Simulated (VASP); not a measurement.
# Ge (Imma) in VASP: further runs, part 3 of 3

VASP 6.6.1. Earlier steps stand in the parts before.

## Step 4: Single point, LDA (engineering shear strain xy -0.0267, normal strain along z +0.0267)

The input, INCAR:

```
SYSTEM = Ge
  ALGO = Normal
  EDIFF = 1E-7
  ENCUT = 520
  GGA = CA
  ISIF = 2
  ISMEAR = 0
  LASPH = .TRUE.
  LCHARG = .TRUE.
  LELF = .TRUE.
  LREAL = .FALSE.
  LVHAR = .TRUE.
  LWAVE = .FALSE.
  NBANDS = 21
  NELM = 100
  PREC = Accurate
  SIGMA = 0.15
```

The input, KPOINTS:

```
k-points
0
G
  14 14 14
  0 0 0
```

The input, POSCAR:

```
Ge
1.0
   -0.0375256690      2.8109115346      2.8859628726
    2.8109115346     -0.0375256690      2.8859628726
    2.7733858656      2.7733858656      0.0000000000
Ge
2
Direct
    0.5000000000      0.5000000000      0.5000000000
    0.7500000000      0.7500000000      0.7500000000
```

Potentials or basis: VASP PAW LDA potentials, release 64 (Ge_d).

Launch:

```
$ cat potpaw_LDA.64/Ge_d/POTCAR > POTCAR
$ mpirun -np 1 vasp_std > vasp.out
```

OUTCAR:

```text
SYSTEM = Ge
   EDIFF = 1E-7
   ENCUT = 520
   GGA = CA
   ISIF = 2
   ISMEAR = 0
   LASPH = .TRUE.
   LREAL = .FALSE.
   NELM = 100
   PREC = Accurate

 ion  position               nearest neighbor table
   1  0.500  0.500  0.500-   2 2.43   2 2.43   2 2.48   2 2.48
   2  0.750  0.750  0.750-   1 2.43   1 2.43   1 2.48   1 2.48

  LATTYP: Found a body centered orthorhombic cell.
 ALAT       =     3.9221599048
 B/A-ratio  =     1.0270612679
 C/A-ratio  =     1.4716191806

  Lattice vectors:

 A1 = (  -2.8109115346,   0.0375256690,   2.8859628726)
 A2 = (   2.8109115346,  -0.0375256690,   2.8859628726)
 A3 = (  -0.0375256690,   2.8109115346,  -2.8859628726)

Analysis of symmetry for initial positions (statically):
=====================================================================
 Subroutine PRICEL returns:
 Original cell was already a primitive cell.

 Routine SETGRP: Setting up the symmetry group for a
 body centered orthorhombic supercell.

 Subroutine GETGRP returns: Found  8 space group operations
 (whereof  4 operations were pure point group operations)
 out of a pool of  8 trial point group operations.

The static configuration has the point symmetry C_2v.
 The point group associated with its full space group is D_2h.

Analysis of symmetry for dynamics (positions and initial velocities):
=====================================================================
 Subroutine PRICEL returns:
 Original cell was already a primitive cell.

 Routine SETGRP: Setting up the symmetry group for a
 body centered orthorhombic supercell.

 Subroutine GETGRP returns: Found  8 space group operations
 (whereof  4 operations were pure point group operations)
 out of a pool of  8 trial point group operations.

The dynamic configuration has the point symmetry C_2v.
 The point group associated with its full space group is D_2h.

 Subroutine INISYM returns: Found  8 space group operations
 (whereof  4 operations are pure point group operations),
 and found     1 'primitive' translations

----------------------------------------------------------------------------------------

                                     Primitive cell

  volume of cell :      45.5971

  direct lattice vectors                    reciprocal lattice vectors
    -0.037525669  2.810911535  2.885962873    -0.175534851  0.175534851  0.173252402
     2.810911535 -0.037525669  2.885962873     0.175534851 -0.175534851  0.173252402
     2.773385866  2.773385866  0.000000000     0.180285047  0.180285047 -0.173252402

  length of vectors
     4.028822847  4.028822847  3.922159905     0.302723244  0.302723244  0.308256048

  position of ions in fractional coordinates (direct lattice)
     0.500000000  0.500000000  0.500000000
     0.750000000  0.750000000  0.750000000

  ion indices of the primitive-cell ions
   primitive index   ion index
                 1           1
                 2           2

----------------------------------------------------------------------------------------

 KPOINTS: k-points

Automatic generation of k-mesh.
 Grid dimensions read from file:
 generate k-points for:   14   14   14

 Generating k-lattice:

  Cartesian coordinates                     Fractional coordinates (reciprocal lattice)
    -0.012538204  0.012538204  0.012375172     0.071428571  0.000000000  0.000000000
     0.012538204 -0.012538204  0.012375172     0.000000000  0.071428571  0.000000000
     0.012877503  0.012877503 -0.012375172     0.000000000  0.000000000  0.071428571

  Length of vectors
     0.021623089  0.021623089  0.022018289

  Shift w.r.t. Gamma in fractional coordinates (k-lattice)
     0.000000000  0.000000000  0.000000000

 Subroutine IBZKPT returns following result:
 ===========================================

 Found    428 irreducible k-points:

 Following reciprocal coordinates:
            Coordinates               Weight
  0.000000  0.000000  0.000000      1.000000
  0.071429 -0.000000  0.000000      4.000000
  0.142857  0.000000  0.000000      4.000000
  0.214286 -0.000000  0.000000      4.000000
  0.285714 -0.000000  0.000000      4.000000
  0.357143 -0.000000  0.000000      4.000000
[... 16 lines left out ...]
  0.214286  0.142857  0.000000      4.000000
  0.285714  0.142857  0.000000      4.000000
 [... further k-points ...]
   k-points           NKPTS =    428   k-points in BZ     NKDIM =    428   number of bands    NBANDS=     21
   number of dos      NEDOS =    301   number of ions     NIONS =      2
   total plane-waves  NPLWV =  27000
   dimension x,y,z NGX =    30 NGY =   30 NGZ =   30
   dimension x,y,z NGXF=    60 NGYF=   60 NGZF=   60
   ions per type =               2
   NGX,Y,Z   is equivalent  to a cutoff of  12.38, 12.38, 12.72 a.u.
   NGXF,Y,Z  is equivalent  to a cutoff of  24.76, 24.76, 25.43 a.u.
 SYSTEM =  Ge
   PREC   = accura    normal or accurate (medium, high low for compatibility)
   ISTART =      0    job   : 0-new  1-cont  2-samecut
   ICHARG =      2    charge: 1-file 2-atom 10-const
   ISPIN  =      1    spin polarized calculation?
   LNONCOLLINEAR =      F non collinear calculations
   LSORBIT =      F    spin-orbit coupling
   LASPH  =      T    aspherical Exc in radial PAW
   ENCUT  =  520.0 eV  38.22 Ry    6.18 a.u.   7.49  7.49  7.29*2*pi/ulx,y,z
   NELM   =    100;   NELMIN=  2; NELMDL= -5     # of ELM steps
   EDIFF  = 0.1E-06   stopping-criterion for ELM
   LREAL  =      F    real-space projection
   EDIFFG = 0.1E-05   stopping-criterion for IOM
   NSW    =      0    number of steps for IOM
   IBRION =     -1    ionic relax: 0-MD 1-quasi-New 2-CG
   NFREE  =      0    steps in history (QN), initial steepest desc. (CG)
   ISIF   =      2    stress and relaxation
   ISYM   =      2    0-nonsym 1-usesym 2-fastsym
   POTIM  = 0.5000    time-step for ionic-motion
   TEBEG  =    0.0;   TEEND  =   0.0 temperature during run
   PSTRESS=    0.0 pullay stress
   NELECT =      28.0000    total number of electrons
   NUPDOWN=      -1.0000    fix difference up-down
   EMIN   =  10.00;   EMAX   =-10.00  energy-range for DOS
   EFERMI =   0.00;   METHOD = LEGACY
   ISMEAR =     0;   SIGMA  =   0.15  broadening in eV -4-tet -1-fermi 0-gaus
   EFERMI_NEDOS =   21; number of points for ismear=-14 and -15
   IALGO  =     38    algorithm
   IMIX   =      4    mixing-type and parameters
     AMIX     =   0.40;   BMIX     =  1.00
     AMIX_MAG =   1.60;   BMIX_MAG =  1.00
  volume/ion in A,a.u.               =      22.80       153.85
  Fermi-wavevector in a.u.,A,eV,Ry     =   1.391495  2.629544 26.344390  1.936258
  Thomas-Fermi vector in A             =   2.515328
   LORBIT       =      0    0 simple, 1 ext, 2 COOP (PROOUT), +10 PAW based schemes
   GGA     = CA    functional components
   LHFCALC =     F    Hartree Fock is set to
   AEXX    =    0.0000 exact exchange contribution
   IVDW    =     0    specifies the selected vdW correction
   LEPSILON=     F    determine dielectric tensor
   LRPA    =     F    only Hartree local field effects (RPA)
 non-spin polarized calculation
 Gauss-broadening in eV      SIGMA  =   0.15
  energy-cutoff  :      520.00
  volume of cell :       45.60
 maximum number of plane-waves:      1255
 NGX is ok and might be reduce to    30
   NGX = 15   NGY = 15   NGZ = 15

 number of electron      28.0000016 magnetization

 Free energy of the ion-electron system (eV)
  ---------------------------------------------------
  ext. energy  EPLUGINS =         0.00000000
  ---------------------------------------------------
  free energy    TOTEN  =       -10.37373665 eV

  energy without entropy =      -10.37290042  energy(sigma->0) =      -10.37331854

 E-fermi :   4.6623     XC(G=0): -10.2563

 val. band max:        4.6456409957   @ k =  -0.0714   0.0714   0.0000
 cond. band min:       4.6963928427   @ k =   0.0000   0.0000   0.0000
 fundamental gap:      0.0507518470
 Fermi energy:         4.6622890084

 k-point     1 :       0.0000    0.0000    0.0000
  band No.  band energies     occupation
      1     -20.2920      2.00000
      2     -20.2718      2.00000
      3     -20.2638      2.00000
      4     -20.2410      2.00000
      5     -20.2382      2.00000
      6     -20.0432      2.00000
[... 13 lines left out ...]
     20      13.8984      0.00000
     21      14.4606      0.00000
[... 529 lines left out ...]
 k-point    24 :       0.2857    0.1429    0.0000
  band No.  band energies     occupation
      1     -20.3070      2.00000
      2     -20.2942      2.00000
      3     -20.2683      2.00000
      4     -20.2115      2.00000
      5     -20.1877      2.00000
      6     -20.0995      2.00000
[... 13 lines left out ...]
     20      13.7056      0.00000
     21      14.6583      0.00000

 [... further k-points ...]

------------------------ aborting loop because EDIFF is reached ----------------------------------------

  FORCE on cell =-STRESS in cart. coord.  units (eV):
  Direction    XX          YY          ZZ          XY          YZ          ZX
  --------------------------------------------------------------------------------------
  -------------------------------------------------------------------------------------
  Total       -0.2624567     -0.2624567     -0.8319017      0.6066057     -0.0000000     -0.0000000
  in kB       -9.2221156     -9.2221156    -29.2310825     21.3147089     -0.0000000     -0.0000000
  external PRESSURE =     -15.8917712 kB  Pullay stress =       0.0000000 kB

 VOLUME and BASIS-vectors are now :
 -----------------------------------------------------------------------------
  energy-cutoff  :      520.00
  volume of cell :       45.60
      direct lattice vectors                 reciprocal lattice vectors
    -0.037525669  2.810911535  2.885962873    -0.175534851  0.175534851  0.173252402
     2.810911535 -0.037525669  2.885962873     0.175534851 -0.175534851  0.173252402
     2.773385866  2.773385866  0.000000000     0.180285047  0.180285047 -0.173252402

 POSITION                                       TOTAL-FORCE (eV/Angst)
 -----------------------------------------------------------------------------------
      2.77339      2.77339      2.88596        -0.000000     -0.000000     -0.210107
      4.16008      4.16008      4.32894         0.000000      0.000000      0.210107
 -----------------------------------------------------------------------------------
    total drift:                                0.000000     -0.000000      0.000000

  FREE ENERGIE OF THE ION-ELECTRON SYSTEM (eV)
  ---------------------------------------------------
  free  energy   TOTEN  =       -10.3737366464 eV

  energy  without entropy=      -10.3729004236  energy(sigma->0) =      -10.37331854
```

stdout:

```text
POSCAR found type information on POSCAR Ge
 POSCAR found :  1 types and       2 ions
 scaLAPACK will be used
 LDA part: xc-table for (Slater(with rela. corr.)+CA(PZ))
 , standard interpolation
 POSCAR, INCAR and KPOINTS ok, starting setup
 FFT: planning ... GRIDC
 FFT: planning ... GRID_SOFT
 FFT: planning ... GRID
 WAVECAR not read
 entering main loop
```

Wall time 8.9 min (1 thread of Intel Xeon 8259CL, shared host); peak memory 0.4 GiB.

What came out:

| Item | Value |
| --- | --- |
| Free energy | -10.3737 eV |
| Pressure | -1.6 GPa |
| Largest force | 0.210 eV/Å |
| Band gap on the k mesh | zero (bands 14 and 15 overlap by 0.11 eV) |

Forces in eV/Å, atoms in the order of the input:
```
Ge   0.000  0.000 -0.210
Ge   0.000  0.000  0.210
```

Stress tensor (GPa, compression positive):
```
-0.92  2.13  0.00
 2.13 -0.92  0.00
 0.00  0.00 -2.92
```

Caveat: the cell differs from its parent crystal (engineering shear strain xy -0.0267, normal strain along z +0.0267); semilocal functionals underestimate gaps, and a narrow one can read as zero.

## Step 5: Summary

| cell | gap on the mesh (eV) | pressure (GPa) | largest force (eV/Å) |
| --- | --- | --- | --- |
| a = 3.975, b = 3.975, c = 3.922 Å, angles 60.4, 60.4, 60.9°, 2 atoms | 0.01 | 0.3 | 0.24 |
| a = 3.976, b = 3.976, c = 3.869 Å, angles 60.9, 60.9, 61.8°, 2 atoms | none | 0.5 | 0.47 |
| a = 4.029, b = 4.029, c = 3.922 Å, angles 60.9, 60.9, 60.0°, 2 atoms | none | -1.6 | 0.21 |

Alike in all rows: task single point; level LDA; potentials or basis VASP PAW LDA potentials, release 64 (Ge_d); no spin polarisation; k mesh 14 × 14 × 14; cutoff (eV) 520; smearing gaussian 0.15 eV.

Caveats: semilocal functionals underestimate gaps, and a narrow one can read as zero; the smearing spreads over this small gap (at least some runs).

Absolute energies hang on the potentials; compare differences alone.

The gap in the log of VASP goes by the Fermi energy; the results here count the filled bands.